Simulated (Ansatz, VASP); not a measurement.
**One calculation of ZnO, two programs**

```xyz
32
Lattice="6.5592 0.0000 0.0000 -3.2796 5.6804 0.0000 0.0000 0.0000 10.5858" Properties=species:S:1:pos:R:3 pbc="T T T"
Zn    0.0000    1.8935    0.0076
Zn    1.6398    0.9467    2.6541
Zn    0.0000    1.8935    5.3005
Zn    1.6398    0.9467    7.9470
Zn   -1.6398    4.7337    0.0076
Zn    0.0000    3.7869    2.6541
Zn   -1.6398    4.7337    5.3005
Zn    0.0000    3.7869    7.9470
Zn    3.2796    1.8935    0.0076
Zn    4.9194    0.9467    2.6541
Zn    3.2796    1.8935    5.3005
Zn    4.9194    0.9467    7.9470
Zn    1.6398    4.7337    0.0076
Zn    3.2796    3.7869    2.6541
Zn    1.6398    4.7337    5.3005
Zn    3.2796    3.7869    7.9470
O     0.0000    1.8935    2.0142
O     1.6398    0.9467    4.6607
O     0.0000    1.8935    7.3071
O     1.6398    0.9467    9.9536
O    -1.6398    4.7337    2.0142
O     0.0000    3.7869    4.6607
O    -1.6398    4.7337    7.3071
O     0.0000    3.7869    9.9536
O     3.2796    1.8935    2.0142
O     4.9194    0.9467    4.6607
O     3.2796    1.8935    7.3071
O     4.9194    0.9467    9.9536
O     1.6398    4.7337    2.0142
O     3.2796    3.7869    4.6607
O     1.6398    4.7337    7.3071
O     3.2796    3.7869    9.9536
```

Alike in both runs: functional PBE; k mesh 4 × 4 × 3; occupations gaussian, width 0.05 eV; no spin polarisation.

Ansatz relaxed the structure, and its values are those at the end. VASP's run is a single point on that final structure, the one shown.

|  | VASP | Ansatz |
| --- | --- | --- |
| version | VASP 6.6.1 | Ansatz 0.2.0 |
| potentials or method | VASP PAW PBE potentials, release 64 (Zn, O) | scalar-relativistic, plane waves, PAW |
| plane-wave cutoff (eV) | 520 | 420 |
| valence electrons in the cell | 288 | 288 |

Ansatz gave:

- gap on the k mesh at the Fermi level (eV): 0.74
- least direct gap on the mesh (eV): 0.74
- pressure (GPa): 0.0

Question: Estimate VASP's values.

Answer: gap on the k mesh at the Fermi level (eV): 0.73; least direct gap on the mesh (eV): 0.73; pressure (GPa): 0.9.

The functional is the same, so the differences come from potentials, cutoffs and numerics. Ansatz's warnings: structure snapped to symmetry.
